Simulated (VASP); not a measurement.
# Si3N4 (P6_3/m) in VASP: electric field gradients with r2SCAN

Aim: the electric field gradients of Si3N4 with r2SCAN.

Program: VASP 6.6.1. These are calculated values, not measurements. Logs are shortened: lines on timing, memory, paths and dates and some standing lists are left out, and cuts for length are marked.

### Step 1. The cell of the first run

Symmetry: P6_3/m, No. 176, hexagonal system. The conventional cell has a = 7.609 Å, b = 7.609 Å, c = 2.908 Å, α = 90.00°, β = 90.00°, γ = 120.00°. Within 2.3 Å of Si (site symmetry m) lie 4 N at 1.73 to 1.74 Å. N (site symmetry -6) has 3 Si at 1.73 Å within 2.3 Å. Within 2.3 Å of N (site symmetry m) lie 3 Si at 1.74 Å.

### Step 2. Electric field gradients, r2SCAN

File POSCAR:

```
Si3N4
1.0
    7.6093000000      0.0000000000      0.0000000000
   -3.8046500000      6.5898471050      0.0000000000
    0.0000000000      0.0000000000      2.9079000000
Si N
6 8
Direct
    0.1739076046      0.7677713751      0.2500000000
    0.4061362295      0.1739076046      0.7500000000
    0.2322286249      0.4061362295      0.2500000000
    0.8260923954      0.2322286249      0.7500000000
    0.5938637705      0.8260923954      0.2500000000
    0.7677713751      0.5938637705      0.7500000000
    0.3333333333      0.6666666667      0.2500000000
    0.6666666667      0.3333333333      0.7500000000
    0.3297847812      0.0297818417      0.2500000000
    0.3000029395      0.3297847812      0.7500000000
    0.9702181583      0.3000029395      0.2500000000
    0.6702152188      0.9702181583      0.7500000000
    0.6999970605      0.6702152188      0.2500000000
    0.0297818417      0.6999970605      0.7500000000
```

File INCAR.step1:

```
PREC     = Accurate       # precision mode
ENCUT    = 520            # plane-wave cutoff, eV
ISMEAR   = -1             # smearing method
SIGMA    = 0.02           # smearing width, eV
LREAL    = False          # projectors in reciprocal space
LASPH    = True           # aspherical terms in the spheres
NELM     = 60             # most SCF steps
NBANDS   = 45             # bands
GGA      = PE             # functional
ALGO     = Normal         # electronic algorithm
EDIFF    = 1E-4           # SCF threshold, eV
LWAVE    = True           # write WAVECAR
LCHARG   = False          # write CHGCAR
```

File INCAR.step2:

```
PREC     = Accurate       # precision mode
ENCUT    = 520            # plane-wave cutoff, eV
EDIFF    = 1E-8           # SCF threshold, eV
ISMEAR   = -1             # smearing method
SIGMA    = 0.02           # smearing width, eV
LREAL    = False          # projectors in reciprocal space
LASPH    = True           # aspherical terms in the spheres
NELM     = 60             # most SCF steps
ALGO     = Normal         # electronic algorithm
ISIF     = 2              # what is computed and relaxed
LWAVE    = False          # write WAVECAR
LCHARG   = False          # write CHGCAR
METAGGA  = R2SCAN         # meta-GGA
LMIXTAU  = True         
LEFG     = True         
NBANDS   = 45             # bands
ISTART   = 1
```

File KPOINTS:

```
regular mesh
0
Gamma
  4 4 10
```

Potentials or basis: VASP PAW PBE potentials, release 64 (Si, N).

Command:

```console
> cat potpaw_PBE.64/Si/POTCAR potpaw_PBE.64/N/POTCAR > POTCAR
> cp INCAR.step1 INCAR
> mpirun -np 1 vasp_std > vasp.out
> cp INCAR.step2 INCAR
> mpirun -np 1 vasp_std > vasp.out
```

OUTCAR:

```text
PREC = Accurate
   ENCUT = 520
   EDIFF = 1E-8
   ISMEAR = -1
   LREAL = False
   LASPH = True
   NELM = 60
   ISIF = 2
   METAGGA = R2SCAN
   ISTART = 1

 ion  position               nearest neighbor table
   1  0.174  0.768  0.250-   7 1.73   9 1.74  14 1.74  14 1.74   3 3.00   5 3.00   2 3.05   2 3.05
                             6 3.05   6 3.05
   2  0.406  0.174  0.750-   8 1.73  10 1.74   9 1.74   9 1.74   6 3.00   4 3.00   1 3.05   1 3.05
                             3 3.05   3 3.05
   3  0.232  0.406  0.250-   7 1.73  11 1.74  10 1.74  10 1.74   5 3.00   1 3.00   2 3.05   2 3.05
                             4 3.05   4 3.05
   4  0.826  0.232  0.750-   8 1.73  12 1.74  11 1.74  11 1.74   6 3.00   2 3.00   5 3.05   5 3.05
                             3 3.05   3 3.05
   5  0.594  0.826  0.250-   7 1.73  13 1.74  12 1.74  12 1.74   3 3.00   1 3.00   4 3.05   4 3.05
                             6 3.05   6 3.05
   6  0.768  0.594  0.750-   8 1.73  14 1.74  13 1.74  13 1.74   2 3.00   4 3.00   5 3.05   5 3.05
                             1 3.05   1 3.05
   7  0.333  0.667  0.250-   1 1.73   5 1.73   3 1.73
   8  0.667  0.333  0.750-   4 1.73   2 1.73   6 1.73
   9  0.330  0.030  0.250-   1 1.74   2 1.74   2 1.74
  10  0.300  0.330  0.750-   2 1.74   3 1.74   3 1.74
  11  0.970  0.300  0.250-   3 1.74   4 1.74   4 1.74
  12  0.670  0.970  0.750-   4 1.74   5 1.74   5 1.74
  13  0.700  0.670  0.250-   5 1.74   6 1.74   6 1.74
  14  0.030  0.700  0.750-   6 1.74   1 1.74   1 1.74

  LATTYP: Found a hexagonal cell.
 ALAT       =     7.6093000000
 C/A-ratio  =     0.3821507892

  Lattice vectors:

 A1 = (   7.6093000000,   0.0000000000,   0.0000000000)
 A2 = (  -3.8046500000,   6.5898471050,   0.0000000000)
 A3 = (   0.0000000000,   0.0000000000,   2.9079000000)

Analysis of symmetry for initial positions (statically):
=====================================================================
 Subroutine PRICEL returns:
 Original cell was already a primitive cell.

 Routine SETGRP: Setting up the symmetry group for a
 hexagonal supercell.

 Subroutine GETGRP returns: Found 12 space group operations
 (whereof  6 operations were pure point group operations)
 out of a pool of 24 trial point group operations.

The static configuration has the point symmetry S_6 .
 The point group associated with its full space group is C_6h.

Analysis of symmetry for dynamics (positions and initial velocities):
=====================================================================
[... 1340 lines left out ...]
      2.42875      1.14602      2.18093        -0.027152      0.043048     -0.000000
      0.22189      2.67638      0.72698        -0.050857     -0.001991     -0.000000
      5.40244      1.53035      2.18093        -0.023704     -0.045039      0.000000
      1.37590      5.44382      0.72698         0.027152     -0.043048     -0.000000
      3.58276      3.91347      2.18093         0.050857      0.001991      0.000000
     -0.00000      4.39323      0.72698         0.000000      0.000000     -0.000000
      3.80465      2.19662      2.18093         0.000000      0.000000      0.000000
      2.39612      0.19626      0.72698         0.003722      0.034381     -0.000000
      1.02810      2.17323      2.18093        -0.027913      0.020413      0.000000
      6.24127      1.97697      0.72698        -0.031635     -0.013967      0.000000
      1.40853      6.39359      2.18093        -0.003722     -0.034381     -0.000000
      2.77655      4.41662      0.72698         0.027913     -0.020413     -0.000000
     -2.43662      4.61287      2.18093         0.031635      0.013967     -0.000000
 -----------------------------------------------------------------------------------
    total drift:                               -0.000000      0.000000     -0.000000

  FREE ENERGIE OF THE ION-ELECTRON SYSTEM (eV)
  ---------------------------------------------------
  free  energy   TOTEN  =      -144.1625751721 eV

  energy  without entropy=     -144.1625751721  energy(sigma->0) =     -144.16257517

 Electric field gradients (V/A^2)
---------------------------------------------------------------------
 ion       V_xx      V_yy      V_zz      V_xy      V_xz      V_yz
---------------------------------------------------------------------
   1      -3.569     7.648    -4.078     5.194     0.000     0.000
   2       0.345     3.733    -4.079    -7.454     0.000    -0.000
   3       9.342    -5.263    -4.079     2.260     0.000     0.000
   4      -3.569     7.648    -4.078     5.194    -0.000    -0.000
   5       0.345     3.733    -4.079    -7.454    -0.000     0.000
   6       9.342    -5.263    -4.079     2.260    -0.000    -0.000
   7      23.314    23.314   -46.628     0.000     0.000     0.000
   8      23.314    23.314   -46.628     0.000    -0.000     0.000
   9     -46.234    20.635    25.600     2.546    -0.000     0.000
  10       1.712   -27.311    25.599   -30.229     0.000     0.000
  11       6.124   -31.723    25.599    27.682     0.000     0.000
  12     -46.234    20.635    25.600     2.546     0.000    -0.000
  13       1.712   -27.311    25.599   -30.229     0.000     0.000
  14       6.124   -31.723    25.599    27.682     0.000     0.000
---------------------------------------------------------------------

 Electric field gradients after diagonalization (V/A^2)
 (convention: |V_zz| > |V_xx| > |V_yy|)
----------------------------------------------------------------------
 ion       V_xx      V_yy      V_zz     asymmetry (V_yy - V_xx)/ V_zz
----------------------------------------------------------------------
   1      -5.605    -4.078     9.683       0.158
   2      -5.605    -4.079     9.684       0.158
   3      -5.605    -4.079     9.684       0.158
   4      -5.605    -4.078     9.683       0.158
   5      -5.605    -4.079     9.684       0.158
   6      -5.605    -4.079     9.684       0.158
   7      23.314    23.313   -46.628       0.000
   8      23.314    23.313   -46.628       0.000
   9      25.600    20.732   -46.331       0.105
  10      25.599    20.732   -46.331       0.105
  11      25.599    20.732   -46.331       0.105
  12      25.600    20.732   -46.331       0.105
  13      25.599    20.732   -46.331       0.105
  14      25.599    20.732   -46.331       0.105
----------------------------------------------------------------------

           NMR quadrupolar parameters

 Cq : quadrupolar parameter    Cq=e*Q*V_zz/h
 eta: asymmetry parameters     (V_yy - V_xx)/ V_zz
 Q  : nuclear electric quadrupole moment in mb (millibarn)
----------------------------------------------------------------------
 ion       Cq(MHz)       eta       Q (mb)
----------------------------------------------------------------------
   1       0.023       0.158       1.000
   2       0.023       0.158       1.000
   3       0.023       0.158       1.000
   4       0.023       0.158       1.000
   5       0.023       0.158       1.000
   6       0.023       0.158       1.000
   7      -0.113       0.000       1.000
   8      -0.113       0.000       1.000
   9      -0.112       0.105       1.000
  10      -0.112       0.105       1.000
  11      -0.112       0.105       1.000
  12      -0.112       0.105       1.000
  13      -0.112       0.105       1.000
  14      -0.112       0.105       1.000
----------------------------------------------------------------------
```

Run time: 5.8 min. Hardware: 1 thread of Intel Xeon 6975P-C (Granite Rapids), shared host; peak memory 0.36 GiB.

Results:

| Property | Result |
| --- | --- |
| Free energy | -144.1626 eV |
| Pressure | -0.8 GPa |
| Largest force | 0.051 eV/Å |
| Band gap on the k mesh | 4.98 eV (least direct gap 5.18 eV) |
| Largest electric field gradient by atom | Si +9.7; N -46.6, -46.3 (each value once) V/Å² |

Forces in eV/Å, atoms in the order of the input:
```
Si   0.024  0.045  0.000
Si  -0.027  0.043  0.000
Si  -0.051 -0.002  0.000
Si  -0.024 -0.045  0.000
Si   0.027 -0.043  0.000
Si   0.051  0.002  0.000
N    0.000  0.000  0.000
N    0.000  0.000  0.000
N    0.004  0.034  0.000
N   -0.028  0.020  0.000
N   -0.032 -0.014  0.000
N   -0.004 -0.034  0.000
N    0.028 -0.020  0.000
N    0.032  0.014  0.000
```

Electric field gradients, principal values (V/Å²):
```tsv
atom	least	middle	greatest (by size)
1 Si	-4.078	-5.605	9.683
2 Si	-4.079	-5.605	9.684
3 Si	-4.079	-5.605	9.684
4 Si	-4.078	-5.605	9.683
5 Si	-4.079	-5.605	9.684
6 Si	-4.079	-5.605	9.684
7 N	23.313	23.314	-46.628
8 N	23.313	23.314	-46.628
9 N	20.732	25.600	-46.331
10 N	20.732	25.599	-46.331
11 N	20.732	25.599	-46.331
12 N	20.732	25.600	-46.331
13 N	20.732	25.599	-46.331
14 N	20.732	25.599	-46.331
```

Caveat: without QUAD_EFG the Cq values of the log hold for a quadrupole moment of 1 mb, not for the nuclei; the PAW data sets were made with another functional, which shifts forces and pressure a little.
